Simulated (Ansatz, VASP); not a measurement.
# Tl in VASP and in Ansatz

The input INCAR:

```
ALGO = Normal
EDIFF = 1E-6
ENCUT = 520
ISIF = 2
ISMEAR = -1
LASPH = True
LCHARG = True
LELF = True
LREAL = False
LVHAR = True
LWAVE = False
NBANDS = 20
NELM = 100
PREC = Accurate
SIGMA = 0.05
```

Contents of KPOINTS:

```
k-points
0
Gamma
  11 11 6
```

The input POSCAR:

```
Tl
1.0
    3.4559983565      0.0000000000      0.0000000000
   -1.7279991783      2.9929823722      0.0000000000
    0.0000000000      0.0000000000      5.5802500000
Tl
2
Direct
    0.3333333333      0.6666666667      0.2500000000
    0.6666666667      0.3333333333      0.7500000000
```

Input for Ansatz:

```yaml
crystal:
  lattice:
    - [3.4559983565, 0.0, 0.0]
    - [-1.7279991783, 2.9929823722, 0.0]
    - [0.0, 0.0, 5.58025]
  atoms:
    - { symbol: Tl, position: [0.3333333333, 0.6666666667, 0.25] }
    - { symbol: Tl, position: [0.6666666667, 0.3333333333, 0.75] }
kpoints:
  mp_grid: { grid: [11, 11, 6] }
  band_path:
    path:
      - [0.0, 0.0, 0.0]
      - [0.5, 0.0, 0.0]
      - [0.3333333333, 0.3333333333, 0.0]
      - [0.0, 0.0, 0.0]
      - [0.0, 0.0, 0.5]
      - [0.5, 0.0, 0.5]
      - [0.3333333333, 0.3333333333, 0.5]
      - [0.0, 0.0, 0.5]
      - [0.5, 0.0, 0.5]
    npoints: 5
scf:
  occupations: { method: fermi_dirac, width: 0.05 }
hamiltonian:
  xc: lda
  pseudopotentials: { kind: all_electron, lapw: { basis_error: 0.0005 } }
output:
  forces: true
  stress: true
  eigenvalues: true
```

Change from the starting cell: zz strain of +1 %.

Alike in both runs: task single point; functional LDA; k mesh 11 × 11 × 6; occupations fermi-dirac, width 0.05 eV; no spin polarisation.

|  | VASP | Ansatz |
| --- | --- | --- |
| version | VASP 6.6.1 | Ansatz 0.2.0 |
| potentials or method | VASP PAW LDA potentials, release 64 (Tl_d), cutoff 520 eV | all-electron LAPW, scalar-relativistic |

|  | VASP | Ansatz | Ansatz less VASP |
| --- | --- | --- | --- |
| pressure (GPa) | -2.1 | -2.1 | -0.05 |
| traceless stress, the component that is largest in VASP (GPa) | -0.22 | -0.26 | -0.036 |

LDA's correlation is that of Perdew and Zunger in VASP and of Perdew and Wang (1992) in Ansatz. Ansatz ran all-electron here, and VASP with PAW potentials.

Neither program's run includes spin-orbit coupling.
